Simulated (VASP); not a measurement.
# N: relaxation of cell and atoms with PBEsol

N:

```
N
1.0
     5.64400    0.00000    0.00000
     0.00000    5.64400    0.00000
     0.00000    0.00000    5.64400
N
8
Direct
  0.05400 0.05400 0.05400
  0.44600 0.94600 0.55400
  0.55400 0.44600 0.94600
  0.94600 0.55400 0.44600
  0.94600 0.94600 0.94600
  0.55400 0.05400 0.44600
  0.44600 0.55400 0.05400
  0.05400 0.44600 0.55400
```

```yaml
Program: VASP 6.6.1
Task: relaxation of cell and atoms
Functional: PBEsol
Potentials_or_basis: VASP PAW PBE potentials, release 64 (N_h)
Cutoff: 910 eV
k_mesh: 3 × 3 × 3
Occupations: fermi-dirac, width 0.05 eV
Spin: no spin polarisation
Dipole_correction: no
Further_INCAR_settings: ALGO = Normal; EDIFF = 1e-07; IBRION = 2; EDIFFG = -0.01; NSW = 80; ISIF = 3
```

```
Relaxed volume                        : 22.89 Å³/atom
Relaxed cell                          : a = 5.679 Å, b = 5.679 Å, c = 5.679 Å, α = 90.00°, β = 90.00°, γ = 90.00°
Space group after relaxing (to 0.1 Å) : Pa-3 (No. 205)
Pressure after relaxing               : 0.0 GPa
Band gap on the k mesh                : 7.40 eV (least direct gap 7.42 eV)
```

Final structure:
```
N
1.0
     5.67871    0.00000    0.00000
     0.00000    5.67871    0.00000
     0.00000    0.00000    5.67871
N
8
Direct
  0.05596 0.05596 0.05596
  0.44404 0.94404 0.55596
  0.55596 0.44404 0.94404
  0.94404 0.55596 0.44404
  0.94404 0.94404 0.94404
  0.55596 0.05596 0.44404
  0.44404 0.55596 0.05596
  0.05596 0.44404 0.55596
```

Levels at points of the mesh, in eV from the valence-band top:
```
           k point  band 18  band 19  band 20  band 21  band 22  band 23
(0.00, 0.00, 0.00)    -0.02    -0.02    -0.02     7.40     7.40     7.40
```

Run time: 8.2 min on 1 thread of Intel(R) Xeon(R) Platinum 8488C (Sapphire Rapids), on a shared host, peak memory 0.43 GiB.

Caveat: the cutoff is under 1.25 times the usual one of these potentials, so pressure, stress and relaxed cells hold a basis-set (Pulay) error; this functional lacks dispersion, which holds the molecules together, so the pressure and a relaxed volume are unreliable; the PAW data sets were made with another functional, which shifts forces and pressure a little; an odd mesh through Γ misses points on the zone boundary, where band edges can lie. A hybrid or GW would open this gap; PBEsol tends to underestimate it.
